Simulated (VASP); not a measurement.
# MnSb (rocksalt type) (Fm-3m) in VASP: settings compared

MnSb (rocksalt type) is run at these levels: PBE, LDA, PBEsol; tasks: single point, electric field gradients.

All numbers are computed with VASP 6.6.1; they aren't measurements. Logs are shortened: lines on timing, memory, paths and dates and some standing lists are left out, and cuts for length are marked.

## 1. The cell of the first run

The structure is cubic, space group Fm-3m (No. 225). Conventional cell: a = 5.572 Å, b = 5.572 Å, c = 5.572 Å, α = 90.00°, β = 90.00°, γ = 90.00°. Within 3.7 Å of Mn (site symmetry m-3m) lie 6 Sb at 2.79 Å. Within 3.7 Å of Sb (site symmetry m-3m) lie 6 Mn at 2.79 Å.

## 2. Single point, PBE

Contents of POSCAR:

```
MnSb
1.0
    0.0000000000      2.7858175484      2.7858175484
    2.7858175484      0.0000000000      2.7858175484
    2.7858175484      2.7858175484      0.0000000000
Mn Sb
1 1
Direct
    0.0000000000      0.0000000000      0.0000000000
    0.5000000000      0.5000000000      0.5000000000
```

Contents of INCAR.step1:

```
SYSTEM = MnSb
PREC     = Accurate       ! precision mode
ENCUT    = 520            ! plane-wave cutoff, eV
EDIFF    = 1E-6           ! SCF threshold, eV
ISMEAR   = -1             ! smearing method
SIGMA    = 0.03           ! smearing width, eV
LREAL    = .FALSE.        ! projectors in reciprocal space
LASPH    = .TRUE.         ! aspherical terms in the spheres
NELM     = 80             ! most SCF steps
ALGO     = Normal         ! electronic algorithm
ISIF     = 2              ! what is computed and relaxed
LWAVE    = .FALSE.        ! write WAVECAR
LCHARG   = .TRUE.         ! write CHGCAR
LMAXMIX  = 4              ! l up to which the mixer works
GGA      = PE             ! functional
NBANDS   = 16             ! bands
```

Contents of KPOINTS.step1:

```
regular mesh
0
G
  11 11 11
  0 0 0
```

Contents of INCAR.step2:

```
SYSTEM = MnSb
PREC     = Accurate       ! precision mode
ENCUT    = 520            ! plane-wave cutoff, eV
EDIFF    = 1E-6           ! SCF threshold, eV
ISMEAR   = -5             ! smearing method
SIGMA    = 0.03           ! smearing width, eV
LREAL    = .FALSE.        ! projectors in reciprocal space
LASPH    = .TRUE.         ! aspherical terms in the spheres
NELM     = 80             ! most SCF steps
ALGO     = Normal         ! electronic algorithm
ISIF     = 2              ! what is computed and relaxed
LWAVE    = .FALSE.        ! write WAVECAR
LCHARG   = .FALSE.        ! write CHGCAR
LMAXMIX  = 4              ! l up to which the mixer works
GGA      = PE             ! functional
LORBIT   = 11             ! projections on sites
NBANDS   = 16             ! bands
NEDOS    = 2001           ! points of the DOS
ICHARG   = 11             ! starting density
```

Contents of KPOINTS.step2:

```
regular mesh
0
G
  17 17 17
  0 0 0
```

Potentials or basis: VASP PAW PBE potentials, release 64 (Mn_pv, Sb).

On the command line:

```console
$ cat potpaw_PBE.64/Mn_pv/POTCAR potpaw_PBE.64/Sb/POTCAR > POTCAR
$ cp INCAR.step1 INCAR
$ cp KPOINTS.step1 KPOINTS
$ mpirun -np 1 vasp_std > vasp.out
$ cp INCAR.step2 INCAR
$ cp KPOINTS.step2 KPOINTS
$ mpirun -np 1 vasp_std > vasp.out
```

OUTCAR:

```text
SYSTEM = MnSb
   PREC = Accurate
   ENCUT = 520
   EDIFF = 1E-6
   ISMEAR = -5
   LREAL = .FALSE.
   LASPH = .TRUE.
   NELM = 80
   ISIF = 2
   GGA = PE
   LORBIT = 11
   ICHARG = 11

 ion  position               nearest neighbor table
   1  0.000  0.000  0.000-   2 2.79   2 2.79   2 2.79   2 2.79   2 2.79   2 2.79
   2  0.500  0.500  0.500-   1 2.79   1 2.79   1 2.79   1 2.79   1 2.79   1 2.79

  LATTYP: Found a face centered cubic cell.
 ALAT       =     5.5716350968

  Lattice vectors:

 A1 = (   0.0000000000,   2.7858175484,   2.7858175484)
 A2 = (   2.7858175484,   0.0000000000,   2.7858175484)
 A3 = (   2.7858175484,   2.7858175484,   0.0000000000)

Analysis of symmetry for initial positions (statically):
=====================================================================
 Subroutine PRICEL returns:
 Original cell was already a primitive cell.

 Routine SETGRP: Setting up the symmetry group for a
 face centered cubic supercell.

 Subroutine GETGRP returns: Found 48 space group operations
 (whereof 48 operations were pure point group operations)
 out of a pool of 48 trial point group operations.

The static configuration has the point symmetry O_h .

Analysis of symmetry for dynamics (positions and initial velocities):
=====================================================================
 Subroutine PRICEL returns:
 Original cell was already a primitive cell.

 Routine SETGRP: Setting up the symmetry group for a
 face centered cubic supercell.

 Subroutine GETGRP returns: Found 48 space group operations
 (whereof 48 operations were pure point group operations)
 out of a pool of 48 trial point group operations.

The dynamic configuration has the point symmetry O_h .

 Subroutine INISYM returns: Found 48 space group operations
 (whereof 48 operations are pure point group operations),
 and found     1 'primitive' translations

----------------------------------------------------------------------------------------

                                     Primitive cell

  volume of cell :      43.2402

  direct lattice vectors                    reciprocal lattice vectors
     0.000000000  2.785817548  2.785817548    -0.179480526  0.179480526  0.179480526
     2.785817548  0.000000000  2.785817548     0.179480526 -0.179480526  0.179480526
     2.785817548  2.785817548  0.000000000     0.179480526  0.179480526 -0.179480526

  length of vectors
     3.939740959  3.939740959  3.939740959     0.310869391  0.310869391  0.310869391

  position of ions in fractional coordinates (direct lattice)
     0.000000000  0.000000000  0.000000000
     0.500000000  0.500000000  0.500000000

  ion indices of the primitive-cell ions
   primitive index   ion index
                 1           1
                 2           2

----------------------------------------------------------------------------------------

 KPOINTS: regular mesh

Automatic generation of k-mesh.
 Grid dimensions read from file:
 generate k-points for:   17   17   17

 Generating k-lattice:

  Cartesian coordinates                     Fractional coordinates (reciprocal lattice)
    -0.010557678  0.010557678  0.010557678     0.058823529  0.000000000  0.000000000
     0.010557678 -0.010557678  0.010557678     0.000000000  0.058823529  0.000000000
     0.010557678  0.010557678 -0.010557678     0.000000000  0.000000000  0.058823529

  Length of vectors
     0.018286435  0.018286435  0.018286435

  Shift w.r.t. Gamma in fractional coordinates (k-lattice)
     0.000000000  0.000000000  0.000000000

 TETIRR: Found    693 inequivalent tetrahedra from    29478

 Subroutine IBZKPT returns following result:
 ===========================================

 Found    165 irreducible k-points:

 Following reciprocal coordinates:
            Coordinates               Weight
  0.000000  0.000000  0.000000      1.000000
  0.058824  0.000000  0.000000      8.000000
  0.117647  0.000000  0.000000      8.000000
  0.176471  0.000000  0.000000      8.000000
  0.235294  0.000000  0.000000      8.000000
  0.294118  0.000000  0.000000      8.000000
[... 16 lines left out ...]
 -0.176471  0.058824  0.000000     24.000000
 -0.117647  0.058824  0.000000     24.000000
 [... further k-points ...]
   k-points           NKPTS =    165   k-points in BZ     NKDIM =    165   number of bands    NBANDS=     16
   number of dos      NEDOS =   2001   number of ions     NIONS =      2
   total plane-waves  NPLWV =  27000
   dimension x,y,z NGX =    30 NGY =   30 NGZ =   30
   dimension x,y,z NGXF=    60 NGYF=   60 NGZF=   60
   ions per type =               1   1
   NGX,Y,Z   is equivalent  to a cutoff of  12.66, 12.66, 12.66 a.u.
   NGXF,Y,Z  is equivalent  to a cutoff of  25.32, 25.32, 25.32 a.u.
 SYSTEM =  MnSb
   PREC   = accura    normal or accurate (medium, high low for compatibility)
   ISTART =      0    job   : 0-new  1-cont  2-samecut
   ICHARG =     11    charge: 1-file 2-atom 10-const
   ISPIN  =      1    spin polarized calculation?
   LNONCOLLINEAR =      F non collinear calculations
   LSORBIT =      F    spin-orbit coupling
   LASPH  =      T    aspherical Exc in radial PAW
   ENCUT  =  520.0 eV  38.22 Ry    6.18 a.u.   7.33  7.33  7.33*2*pi/ulx,y,z
   NELM   =     80;   NELMIN=  2; NELMDL=  0     # of ELM steps
   EDIFF  = 0.1E-05   stopping-criterion for ELM
   LREAL  =      F    real-space projection
   EDIFFG = 0.1E-04   stopping-criterion for IOM
   NSW    =      0    number of steps for IOM
   IBRION =     -1    ionic relax: 0-MD 1-quasi-New 2-CG
   NFREE  =      0    steps in history (QN), initial steepest desc. (CG)
   ISIF   =      2    stress and relaxation
   ISYM   =      2    0-nonsym 1-usesym 2-fastsym
   POTIM  = 0.5000    time-step for ionic-motion
   TEBEG  =    0.0;   TEEND  =   0.0 temperature during run
   PSTRESS=    0.0 pullay stress
   NELECT =      18.0000    total number of electrons
   NUPDOWN=      -1.0000    fix difference up-down
   EMIN   =  10.00;   EMAX   =-10.00  energy-range for DOS
   EFERMI =   0.00;   METHOD = LEGACY
   ISMEAR =    -5;   SIGMA  =   0.03  broadening in eV -4-tet -1-fermi 0-gaus
   EFERMI_NEDOS =   21; number of points for ismear=-14 and -15
   IALGO  =     38    algorithm
   IMIX   =      4    mixing-type and parameters
     AMIX     =   0.40;   BMIX     =  1.00
     AMIX_MAG =   1.60;   BMIX_MAG =  1.00
  volume/ion in A,a.u.               =      21.62       145.90
  Fermi-wavevector in a.u.,A,eV,Ry     =   1.222371  2.309946 20.329697  1.494191
  Thomas-Fermi vector in A             =   2.357520
   LORBIT       =     11    0 simple, 1 ext, 2 COOP (PROOUT), +10 PAW based schemes
   GGA     = PE    functional components
   LHFCALC =     F    Hartree Fock is set to
   AEXX    =    0.0000 exact exchange contribution
   IVDW    =     0    specifies the selected vdW correction
   LEPSILON=     F    determine dielectric tensor
   LRPA    =     F    only Hartree local field effects (RPA)
 non-spin polarized calculation
 Fermi weights with tetrahedron method with Bloechl corrections
  energy-cutoff  :      520.00
  volume of cell :       43.24
 maximum number of plane-waves:      1211
 NGX is ok and might be reduce to    30

 number of electron      17.9999990 magnetization

 Free energy of the ion-electron system (eV)
  ---------------------------------------------------
  ext. energy  EPLUGINS =         0.00000000
  ---------------------------------------------------
  free energy    TOTEN  =       -11.34151431 eV

  energy without entropy =      -11.34151431  energy(sigma->0) =      -11.34151431

 E-fermi :   7.2682     XC(G=0): -10.6619

 val. band max:        7.2611956069   @ k =  -0.4118   0.4706   0.0588
 cond. band min:       7.2704272620   @ k =  -0.4706   0.4706   0.0000
 fundamental gap:      0.0092316552
 Fermi energy:         7.2682017259

 k-point     1 :       0.0000    0.0000    0.0000
  band No.  band energies     occupation
      1     -40.2970      2.00000
      2     -40.2970      2.00000
      3     -40.2970      2.00000
      4      -3.9684      2.00000
      5       6.5599      2.00000
      6       6.5599      2.00000
[... 8 lines left out ...]
     15      16.2160      0.00000
     16      16.2160      0.00000

 k-point     2 :       0.0588    0.0000    0.0000
  band No.  band energies     occupation
      1     -40.2971      2.00000
      2     -40.2970      2.00000
      3     -40.2970      2.00000
      4      -3.9232      2.00000
      5       6.4866      2.00000
      6       6.5354      2.00000
[... 8 lines left out ...]
     15      16.2175      0.00000
     16      16.2175      0.00000

 k-point     3 :       0.1176    0.0000    0.0000
  band No.  band energies     occupation
      1     -40.2975      2.00000
      2     -40.2970      2.00000
      3     -40.2970      2.00000
      4      -3.7888      2.00000
      5       6.2078      2.00000
      6       6.3369      2.00000
[... 8 lines left out ...]
     15      16.0563      0.00000
     16      16.0563      0.00000

 k-point     4 :       0.1765    0.0000    0.0000
  band No.  band energies     occupation
      1     -40.2981      2.00000
      2     -40.2970      2.00000
      3     -40.2970      2.00000
      4      -3.5690      2.00000
      5       5.6126      2.00000
      6       6.0637      2.00000
[... 8 lines left out ...]
     15      15.5128      0.00000
     16      15.6793      0.00000
[... 324 lines left out ...]
 k-point    22 :      -0.2353    0.0588    0.0000
  band No.  band energies     occupation
      1     -40.2991      2.00000
      2     -40.2972      2.00000
      3     -40.2969      2.00000
      4      -3.1217      2.00000
      5       4.4538      2.00000
      6       5.6470      2.00000
[... 8 lines left out ...]
     15      14.7053      0.00000
     16      16.6837      0.00000

 k-point    23 :      -0.1765    0.0588    0.0000
  band No.  band energies     occupation
      1     -40.2983      2.00000
      2     -40.2972      2.00000
      3     -40.2969      2.00000
      4      -3.4403      2.00000
      5       5.2963      2.00000
      6       5.8951      2.00000
[... 8 lines left out ...]
     15      15.0968      0.00000
     16      15.9041      0.00000

 k-point    24 :      -0.1176    0.0588    0.0000
  band No.  band energies     occupation
      1     -40.2977      2.00000
      2     -40.2972      2.00000
      3     -40.2969      2.00000
      4      -3.6858      2.00000
      5       5.9675      2.00000
      6       6.1617      2.00000
[... 8 lines left out ...]
     15      15.7607      0.00000
     16      15.8330      0.00000

 [... further k-points ...]

------------------------ aborting loop because EDIFF is reached ----------------------------------------

  FORCE on cell =-STRESS in cart. coord.  units (eV):
  Direction    XX          YY          ZZ          XY          YZ          ZX
  --------------------------------------------------------------------------------------
  -------------------------------------------------------------------------------------
  Total       -3.5006431     -3.5006431     -3.5006431      0.0000000     -0.0000000      0.0000000
  in kB     -129.7090886   -129.7090886   -129.7090886      0.0000000     -0.0000000      0.0000000
  external PRESSURE =    -129.7090886 kB  Pullay stress =       0.0000000 kB

 VOLUME and BASIS-vectors are now :
 -----------------------------------------------------------------------------
  energy-cutoff  :      520.00
  volume of cell :       43.24
      direct lattice vectors                 reciprocal lattice vectors
     0.000000000  2.785817548  2.785817548    -0.179480526  0.179480526  0.179480526
     2.785817548  0.000000000  2.785817548     0.179480526 -0.179480526  0.179480526
     2.785817548  2.785817548  0.000000000     0.179480526  0.179480526 -0.179480526

 POSITION                                       TOTAL-FORCE (eV/Angst)
 -----------------------------------------------------------------------------------
      0.00000      0.00000      0.00000         0.000000      0.000000     -0.000000
      2.78582      2.78582      2.78582         0.000000      0.000000      0.000000
 -----------------------------------------------------------------------------------
    total drift:                               -0.000000      0.000000      0.000000

  FREE ENERGIE OF THE ION-ELECTRON SYSTEM (eV)
  ---------------------------------------------------
  free  energy   TOTEN  =       -11.3415143098 eV

  energy  without entropy=      -11.3415143098  energy(sigma->0) =      -11.34151431

 total charge

# of ion       s       p       d       tot
------------------------------------------
    1        0.229   6.144   5.195  11.568
    2        1.124   1.233   0.043   2.400
--------------------------------------------------
tot          1.354   7.377   5.238  13.969
```

Run time: 78 s. Hardware: 1 thread of Oxide Virtual Turin-like, shared host; peak memory 0.22 GiB.

Results:

| Quantity | Value |
| --- | --- |
| Valence electrons inside the program's atomic spheres | Mn 11.57; Sb 2.40 |

Levels at points of the mesh, in eV from the valence-band top:
| k point | band 5 | band 6 | band 7 | band 8 | band 9 | band 10 | band 11 | band 12 | band 13 | band 14 |
| --- | --- | --- | --- | --- | --- | --- | --- | --- | --- | --- |
| (0.00, 0.00, 0.00) | -0.70 | -0.70 | -0.70 | -0.59 | -0.59 | 1.62 | 1.62 | 1.62 | 5.78 | 8.55 |

Caveat: spin-orbit coupling is left out, which moves the levels of the heavy elements. Spin polarisation is off, so any magnetic state and its effect on volume and gap are missing.

[end of part 1 of 2]
